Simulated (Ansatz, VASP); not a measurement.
**Two plane-wave programs on Cs4In**

```
Cs In
1.0
    -4.77648    4.77648    4.77648
     4.77648   -4.77648    4.77648
     4.77648    4.77648   -4.77648
Cs In
4 1
Direct
  0.49828 0.49828 0.49828
  0.50172 0.00000 0.00000
  0.00000 0.00000 0.50172
  0.00000 0.50172 0.00000
  0.00000 0.00000 0.00000
```

Change from the starting cell: species swapped into the GeF4 type (I-43m, No. 217).

Alike in both runs: functional PBE; k mesh 4 × 4 × 4; occupations gaussian, width 0.1 eV; no spin polarisation.

Ansatz relaxed the structure, and its values are those at the end. VASP's run is a single point on that final structure, the one shown.

```csv
,VASP,Ansatz
version,VASP 6.6.1,Ansatz 0.2.0
potentials or method,"VASP PAW PBE potentials, release 64 (Cs_sv, In_d), cutoff 520 eV","scalar-relativistic, plane waves, PAW"
valence electrons in the cell,49,49
```

```csv
,VASP,Ansatz,Ansatz less VASP
gap on the k mesh at the Fermi level (eV),none,none,-
pressure (GPa),0.1,0.1,0.00
```

A gap of «none» marks a metal or a gap that the smearing closes.

Spin-orbit coupling is off throughout.
